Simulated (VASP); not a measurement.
Input of a VASP 6.6.1 run:

File INCAR:

```
PREC = Accurate
ENCUT = 520
EDIFF = 1E-6
ISMEAR = 0
SIGMA = 0.2
LREAL = F
LASPH = T
NELM = 80
ALGO = Normal
ISIF = 2
LWAVE = F
LCHARG = F
GGA = PE
NBANDS = 75
```

Contents of KPOINTS:

```
Automatic mesh
0
Gamma
  4 4 4
```

File POSCAR:

```
Ge2Bi2S
1.0
    6.0508016072     -3.6869846919      0.0000000000
   -6.0508016072     -3.6869846919      0.0000000000
    0.0000000000      0.0000000000     -7.0919977547
Ge Bi S
4 4 2
Direct
    0.0046263822      0.7008497356      0.2178487190
    0.7008497356      0.0046263822      0.2178487190
    0.9953736178      0.2991502644      0.7178487190
    0.2991502644      0.9953736178      0.7178487190
    0.3545979204      0.0795323301      0.3278485357
    0.0795323301      0.3545979204      0.3278485357
    0.6454020796      0.9204676699      0.8278485357
    0.9204676699      0.6454020796      0.8278485357
    0.7091814405      0.7091814405      0.3455054907
    0.2908185595      0.2908185595      0.8455054907
```

Potentials or basis: VASP PAW PBE potentials, release 64 (Ge_d, Bi_d, S).

Command:

```console
$ cat potpaw_PBE.64/Ge_d/POTCAR potpaw_PBE.64/Bi_d/POTCAR potpaw_PBE.64/S/POTCAR > POTCAR
$ mpirun -np 1 vasp_std > vasp.out
```

(1) Estimate the pressure.

(2) Predict the largest force.

(3) Estimate the band gap on the k mesh.

## Answers

(1) 0.0 GPa.

(2) 0.024 eV/Å.

(3) zero (band 64 reaches 4.52 eV, above the bottom of band 65 at 4.31 eV).

Caveat: spin-orbit coupling is left out, which moves the levels of the heavy elements.
